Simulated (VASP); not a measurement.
TiO2, 3 atoms in the cell. Symmetry: R-3m, No. 166, trigonal system. Conventional cell: a = 3.390 Å, b = 3.390 Å, c = 8.388 Å, α = 90.00°, β = 90.00°, γ = 120.00°. Within 2.8 Å of Ti (site symmetry -3m) lie 8 O at 2.08 to 2.09 Å. O (site symmetry 3m) has 4 Ti at 2.08 to 2.09 Å and 6 O at 2.40 to 2.41 Å within 2.8 Å.  This cell differs from its parent crystal: strain along [111] +1.0%.

- Program: VASP 6.6.1
- Task: single point
- Functional: r2SCAN
- Potentials or basis: VASP PAW PBE potentials, release 64 (Ti_sv, O)
- Cutoff: 520 eV
- k mesh: 10 × 10 × 10
- Occupations: gaussian, width 0.01 eV
- Spin: no spin polarisation
- Dipole correction: no
- Further INCAR settings: ALGO = Normal; EDIFF = 1e-06; NBANDS = 19

Potentials or basis: VASP PAW PBE potentials, release 64 (Ti_sv, O).

Run with:

```console
$ cat potpaw_PBE.64/Ti_sv/POTCAR potpaw_PBE.64/O/POTCAR > POTCAR
$ cp INCAR.step1 INCAR
$ mpirun -np 1 vasp_std > vasp.out
$ cp INCAR.step2 INCAR
$ mpirun -np 1 vasp_std > vasp.out
```

Hardware: 1 thread of Intel(R) Xeon(R) Platinum 8259CL CPU @ 2.50GHz (Skylake/Cascade Lake), on a shared host.

Estimate the wall time of this run.

It took 5 min on 1 thread of Intel(R) Xeon(R) Platinum 8259CL CPU @ 2.50GHz (Skylake/Cascade Lake), with other jobs on the host, peak memory 0.2 GiB. Counts: k points 116.
